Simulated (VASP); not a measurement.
# Zn (P6_3/mmc) in VASP: notebook, part 2 of 2

VASP 6.6.1. Earlier steps stand in the parts before.

## 3. Single point, LDA

The input, INCAR:

```
SYSTEM = Zn
PREC = Accurate
ENCUT = 520
EDIFF = 1E-6
ISMEAR = -1
SIGMA = 0.15
LREAL = .FALSE.
LASPH = .TRUE.
NELM = 80
ALGO = Normal
ISIF = 2
LWAVE = .FALSE.
LCHARG = .FALSE.
GGA = CA
NBANDS = 19
```

The input, KPOINTS:

```
regular mesh
0
G
  15 15 8
  0 0 0
```

The input, POSCAR:

```
Zn
1.0
    2.5495910154      0.0000000000      0.0000000000
   -1.2747955077      2.2080105886      0.0000000000
    0.0000000000      0.0000000000      4.8651665294
Zn
2
Direct
    0.3333333333      0.6666666667      0.2500000000
    0.6666666667      0.3333333333      0.7500000000
```

Potentials or basis: VASP PAW LDA potentials, release 64 (Zn).

On the command line:

```console
cat potpaw_LDA.64/Zn/POTCAR > POTCAR
mpirun -np 1 vasp_std > vasp.out
```

OUTCAR:

```text
SYSTEM = Zn
   PREC = Accurate
   ENCUT = 520
   EDIFF = 1E-6
   ISMEAR = -1
   LREAL = .FALSE.
   LASPH = .TRUE.
   NELM = 80
   ISIF = 2
   GGA = CA

 ion  position               nearest neighbor table
   1  0.333  0.667  0.250-   2 2.84   2 2.84   2 2.84   2 2.84   2 2.84   2 2.84
   2  0.667  0.333  0.750-   1 2.84   1 2.84   1 2.84   1 2.84   1 2.84   1 2.84

  LATTYP: Found a hexagonal cell.
 ALAT       =     2.5495910154
 C/A-ratio  =     1.9082144940

  Lattice vectors:

 A1 = (   2.5495910154,   0.0000000000,   0.0000000000)
 A2 = (  -1.2747955077,   2.2080105886,   0.0000000000)
 A3 = (   0.0000000000,   0.0000000000,   4.8651665294)

Analysis of symmetry for initial positions (statically):
=====================================================================
 Subroutine PRICEL returns:
 Original cell was already a primitive cell.

 Routine SETGRP: Setting up the symmetry group for a
 hexagonal supercell.

 Subroutine GETGRP returns: Found 24 space group operations
 (whereof 12 operations were pure point group operations)
 out of a pool of 24 trial point group operations.

The static configuration has the point symmetry D_3d.
 The point group associated with its full space group is D_6h.

Analysis of symmetry for dynamics (positions and initial velocities):
=====================================================================
 Subroutine PRICEL returns:
 Original cell was already a primitive cell.

 Routine SETGRP: Setting up the symmetry group for a
 hexagonal supercell.

 Subroutine GETGRP returns: Found 24 space group operations
 (whereof 12 operations were pure point group operations)
 out of a pool of 24 trial point group operations.

The dynamic configuration has the point symmetry D_3d.
 The point group associated with its full space group is D_6h.

 Subroutine INISYM returns: Found 24 space group operations
 (whereof 12 operations are pure point group operations),
 and found     1 'primitive' translations

----------------------------------------------------------------------------------------

                                     Primitive cell

  volume of cell :      27.3886

  direct lattice vectors                    reciprocal lattice vectors
     2.549591015  0.000000000  0.000000000     0.392219769  0.226448189  0.000000000
    -1.274795508  2.208010589  0.000000000     0.000000000  0.452896379  0.000000000
     0.000000000  0.000000000  4.865166529     0.000000000  0.000000000  0.205542810

  length of vectors
     2.549591015  2.549591015  4.865166529     0.452896379  0.452896379  0.205542810

  position of ions in fractional coordinates (direct lattice)
     0.333333333  0.666666667  0.250000000
     0.666666667  0.333333333  0.750000000

  ion indices of the primitive-cell ions
   primitive index   ion index
                 1           1
                 2           2

----------------------------------------------------------------------------------------

 KPOINTS: regular mesh

Automatic generation of k-mesh.
 Grid dimensions read from file:
 generate k-points for:   15   15    8

 Generating k-lattice:

  Cartesian coordinates                     Fractional coordinates (reciprocal lattice)
     0.026147985  0.015096546  0.000000000     0.066666667  0.000000000  0.000000000
     0.000000000  0.030193092  0.000000000     0.000000000  0.066666667  0.000000000
     0.000000000  0.000000000  0.025692851     0.000000000  0.000000000  0.125000000

  Length of vectors
     0.030193092  0.030193092  0.025692851

  Shift w.r.t. Gamma in fractional coordinates (k-lattice)
     0.000000000  0.000000000  0.000000000

 Subroutine IBZKPT returns following result:
 ===========================================

 Found    135 irreducible k-points:

 Following reciprocal coordinates:
            Coordinates               Weight
  0.000000  0.000000  0.000000      1.000000
  0.066667  0.000000  0.000000      6.000000
  0.133333  0.000000  0.000000      6.000000
  0.200000  0.000000  0.000000      6.000000
  0.266667  0.000000  0.000000      6.000000
  0.333333  0.000000  0.000000      6.000000
[... 16 lines left out ...]
  0.333333  0.200000  0.000000     12.000000
  0.400000  0.200000  0.000000      6.000000
 [... further k-points ...]
   k-points           NKPTS =    135   k-points in BZ     NKDIM =    135   number of bands    NBANDS=     19
   number of dos      NEDOS =    301   number of ions     NIONS =      2
   total plane-waves  NPLWV =  14400
   dimension x,y,z NGX =    20 NGY =   20 NGZ =   36
   dimension x,y,z NGXF=    40 NGYF=   40 NGZF=   72
   ions per type =               2
   NGX,Y,Z   is equivalent  to a cutoff of  13.04, 13.04, 12.30 a.u.
   NGXF,Y,Z  is equivalent  to a cutoff of  26.08, 26.08, 24.60 a.u.
 SYSTEM =  Zn
   PREC   = accura    normal or accurate (medium, high low for compatibility)
   ISTART =      0    job   : 0-new  1-cont  2-samecut
   ICHARG =      2    charge: 1-file 2-atom 10-const
   ISPIN  =      1    spin polarized calculation?
   LNONCOLLINEAR =      F non collinear calculations
   LSORBIT =      F    spin-orbit coupling
   LASPH  =      T    aspherical Exc in radial PAW
   ENCUT  =  520.0 eV  38.22 Ry    6.18 a.u.   4.74  4.74  9.05*2*pi/ulx,y,z
   NELM   =     80;   NELMIN=  2; NELMDL= -5     # of ELM steps
   EDIFF  = 0.1E-05   stopping-criterion for ELM
   LREAL  =      F    real-space projection
   EDIFFG = 0.1E-04   stopping-criterion for IOM
   NSW    =      0    number of steps for IOM
   IBRION =     -1    ionic relax: 0-MD 1-quasi-New 2-CG
   NFREE  =      0    steps in history (QN), initial steepest desc. (CG)
   ISIF   =      2    stress and relaxation
   ISYM   =      2    0-nonsym 1-usesym 2-fastsym
   POTIM  = 0.5000    time-step for ionic-motion
   TEBEG  =    0.0;   TEEND  =   0.0 temperature during run
   PSTRESS=    0.0 pullay stress
   NELECT =      24.0000    total number of electrons
   NUPDOWN=      -1.0000    fix difference up-down
   EMIN   =  10.00;   EMAX   =-10.00  energy-range for DOS
   EFERMI =   0.00;   METHOD = LEGACY
   ISMEAR =    -1;   SIGMA  =   0.15  broadening in eV -4-tet -1-fermi 0-gaus
   EFERMI_NEDOS =   21; number of points for ismear=-14 and -15
   IALGO  =     38    algorithm
   IMIX   =      4    mixing-type and parameters
     AMIX     =   0.40;   BMIX     =  1.00
     AMIX_MAG =   1.60;   BMIX_MAG =  1.00
  volume/ion in A,a.u.               =      13.69        92.41
  Fermi-wavevector in a.u.,A,eV,Ry     =   1.566590  2.960427 33.391491  2.454205
  Thomas-Fermi vector in A             =   2.668896
   LORBIT       =      0    0 simple, 1 ext, 2 COOP (PROOUT), +10 PAW based schemes
   GGA     = CA    functional components
   LHFCALC =     F    Hartree Fock is set to
   AEXX    =    0.0000 exact exchange contribution
   IVDW    =     0    specifies the selected vdW correction
   LEPSILON=     F    determine dielectric tensor
   LRPA    =     F    only Hartree local field effects (RPA)
 non-spin polarized calculation
  energy-cutoff  :      520.00
  volume of cell :       27.39
 maximum number of plane-waves:       752
 NGX is ok and might be reduce to    20
   NGX =  9   NGY =  9   NGZ = 19

 number of electron      23.9999993 magnetization

 Free energy of the ion-electron system (eV)
  ---------------------------------------------------
  ext. energy  EPLUGINS =         0.00000000
  ---------------------------------------------------
  free energy    TOTEN  =        -3.76877424 eV

  energy without entropy =       -3.74480073  energy(sigma->0) =       -3.75678749

 E-fermi :   3.6777     XC(G=0): -12.4473

 val. band max:        3.6114751680   @ k =   0.0000   0.0000   0.2500
 cond. band min:       3.7474690226   @ k =   0.0667   0.0000   0.2500
 fundamental gap:      0.1359938546
 Fermi energy:         3.6777459201

 k-point     1 :       0.0000    0.0000    0.0000
  band No.  band energies     occupation
      1      -7.6054      2.00000
      2      -5.5921      2.00000
      3      -4.7175      2.00000
      4      -4.4001      2.00000
      5      -4.4001      2.00000
      6      -4.3462      2.00000
[... 11 lines left out ...]
     18      24.2938      0.00000
     19      24.6644      0.00000
[... 485 lines left out ...]
 k-point    24 :       0.4000    0.2000    0.0000
  band No.  band energies     occupation
      1      -4.9702      2.00000
      2      -4.8873      2.00000
      3      -4.8416      2.00000
      4      -4.4100      2.00000
      5      -4.3290      2.00000
      6      -4.1977      2.00000
[... 11 lines left out ...]
     18      14.3986      0.00000
     19      15.7553      0.00000

 [... further k-points ...]

------------------------ aborting loop because EDIFF is reached ----------------------------------------

  FORCE on cell =-STRESS in cart. coord.  units (eV):
  Direction    XX          YY          ZZ          XY          YZ          ZX
  --------------------------------------------------------------------------------------
  -------------------------------------------------------------------------------------
  Total        0.1527795      0.1527795      0.0744422      0.0000000     -0.0000000      0.0000000
  in kB        8.9372998      8.9372998      4.3547224      0.0000000     -0.0000000      0.0000000
  external PRESSURE =       7.4097740 kB  Pullay stress =       0.0000000 kB

 VOLUME and BASIS-vectors are now :
 -----------------------------------------------------------------------------
  energy-cutoff  :      520.00
  volume of cell :       27.39
      direct lattice vectors                 reciprocal lattice vectors
     2.549591015  0.000000000  0.000000000     0.392219769  0.226448189  0.000000000
    -1.274795508  2.208010589  0.000000000     0.000000000  0.452896379  0.000000000
     0.000000000  0.000000000  4.865166529     0.000000000  0.000000000  0.205542810

 POSITION                                       TOTAL-FORCE (eV/Angst)
 -----------------------------------------------------------------------------------
     -0.00000      1.47201      1.21629         0.000000     -0.000000      0.000000
      1.27480      0.73600      3.64887        -0.000000      0.000000      0.000000
 -----------------------------------------------------------------------------------
    total drift:                               -0.000000      0.000000      0.000000

  FREE ENERGIE OF THE ION-ELECTRON SYSTEM (eV)
  ---------------------------------------------------
  free  energy   TOTEN  =        -3.7687742415 eV

  energy  without entropy=       -3.7448007293  energy(sigma->0) =       -3.75678749
```

Wall time 29 s (1 thread of Intel Xeon 6975P-C (Granite Rapids), shared host); peak memory 0.16 GiB.

Results:

```yaml
Free_energy: -3.7688 eV
Pressure: 0.7 GPa
Band_gap_on_the_k_mesh: zero (band 12 reaches 5.39 eV, above the bottom of band 13 at 0.34 eV)
```

## 4. Relaxation of cell and atoms, LDA

The input, INCAR:

```
SYSTEM = Zn
ALGO = Fast
EDIFF = 1E-6
EDIFFG = -0.001
ENCUT = 600
GGA = CA
IBRION = 2
ISIF = 3
ISMEAR = -1
LASPH = .True.
LCHARG = .False.
LREAL = .False.
LWAVE = .False.
NELM = 100
NSW = 80
PREC = Accurate
SIGMA = 0.15
```

The input, KPOINTS:

```
k-points
0
Gamma
  15 15 8
  0 0 0
```

The input, POSCAR:

```
Zn
1.0
    2.5489339311      0.0000000000      0.0000000000
   -1.2744669656      2.2074415369      0.0000000000
    0.0000000000      0.0000000000      4.8621587307
Zn
2
Direct
    0.3333333333      0.6666666667      0.2500000000
    0.6666666667      0.3333333333      0.7500000000
```

On the command line:

```console
cat potpaw_LDA.64/Zn/POTCAR > POTCAR
mpirun -np 1 vasp_std > vasp.out
```

Run time: 5.5 min. Hardware: 1 thread of Intel Xeon 6975P-C (Granite Rapids), shared host; peak memory 0.18 GiB.

It converged, with:

```yaml
Free_energy: -3.7688 eV
Relaxed_volume: 13.78 Å³/atom
Relaxed_cell: a = 2.556 Å, b = 2.556 Å, c = 4.871 Å, α = 90.00°, β = 90.00°, γ = 120.00°
Space_group_after_relaxing_to_0.05_Å: P6_3/mmc (No. 194)
Energy_gained_by_relaxing: 0.3 meV/atom
Ionic_steps: 38
Pressure_after_relaxing: 0.0 GPa
Band_gap_on_the_k_mesh: zero (band 12 reaches 5.34 eV, above the bottom of band 13 at 0.30 eV)
```

The path:
```
step  energy change (eV)  largest force (eV/Å)  pressure (GPa)  volume (Å³)
   1              0.0000                0.0000            0.82        27.36
   2             -0.0004                0.0000            0.04        27.64
   3             -0.0004                0.0000           -0.45        27.64
   4             -0.0005                0.0000            0.12        27.49
   5             -0.0005                0.0000           -0.02        27.56
   6             -0.0005                0.0000           -0.07        27.55
   7             -0.0005                0.0000           -0.05        27.52
   8             -0.0005                0.0000            0.08        27.50
   9             -0.0005                0.0000            0.21        27.51
  10             -0.0005                0.0000            0.12        27.52
  11             -0.0005                0.0000            0.19        27.56
  12             -0.0003                0.0000           -0.45        27.68
  13             -0.0005                0.0000           -0.22        27.59
  14             -0.0005                0.0000           -0.20        27.57
  15             -0.0005                0.0000           -0.10        27.57
  16             -0.0005                0.0000           -0.05        27.56
  17             -0.0005                0.0000           -0.04        27.56
  18             -0.0005                0.0000            0.05        27.56
  19             -0.0005                0.0000            0.02        27.57
  20             -0.0005                0.0000            0.00        27.58
  21             -0.0005                0.0000           -0.09        27.58
  22             -0.0005                0.0000           -0.11        27.58
  23             -0.0005                0.0000            0.01        27.57
  24             -0.0005                0.0000           -0.14        27.58
  25             -0.0005                0.0000           -0.04        27.57
  26             -0.0005                0.0000            0.02        27.57
  27             -0.0005                0.0000           -0.08        27.57
  28             -0.0005                0.0000           -0.06        27.57
  29             -0.0005                0.0000           -0.04        27.57
  30             -0.0005                0.0000            0.00        27.57
  31             -0.0005                0.0000           -0.05        27.57
  32             -0.0005                0.0000           -0.04        27.57
  33             -0.0005                0.0000           -0.02        27.57
  34             -0.0005                0.0000            0.03        27.57
  35             -0.0005                0.0000           -0.09        27.57
  36             -0.0005                0.0000           -0.04        27.57
  37             -0.0005                0.0000           -0.04        27.57
  38             -0.0005                0.0000            0.00        27.57
```

Final structure:
```
Zn
1.0
     2.55644    0.00000    0.00000
    -1.27822    2.21394    0.00000
     0.00000    0.00000    4.87120
Zn
2
Direct
  0.33333 0.66667 0.25000
  0.66667 0.33333 0.75000
```

Levels at points of the mesh, in eV from the Fermi level:
```tsv
k point	band 10	band 11	band 12	band 13	band 14	band 15
(0.00, 0.00, 0.00)	-7.34	-7.34	-4.24	-3.33	13.52	17.60
(0.00, 0.00, 0.50)	-7.44	-7.44	-7.44	4.37	4.37	20.54
```

## 5. Overview

| task | cell | cutoff (eV) | smearing | gap on the mesh (eV) | pressure (GPa) |
| --- | --- | --- | --- | --- | --- |
| single point | a = 2.549, b = 2.549, c = 4.862 Å, angles 90.0, 90.0, 120.0°, 2 atoms | 520 | gaussian 0.1 eV | none | 0.8 |
| single point | a = 2.550, b = 2.550, c = 4.865 Å, angles 90.0, 90.0, 120.0°, 2 atoms | 520 | fermi-dirac 0.15 eV | none | 0.7 |
| relaxation of cell and atoms | relaxed from a = 2.549, b = 2.549, c = 4.862 Å, angles 90.0, 90.0, 120.0°, 2 atoms | 600 | fermi-dirac 0.15 eV | none | 0.0 |

Alike in all rows: level LDA; potentials or basis VASP PAW LDA potentials, release 64 (Zn); no spin polarisation; k mesh 15 × 15 × 8.

Absolute energies hang on the potentials; compare differences alone.
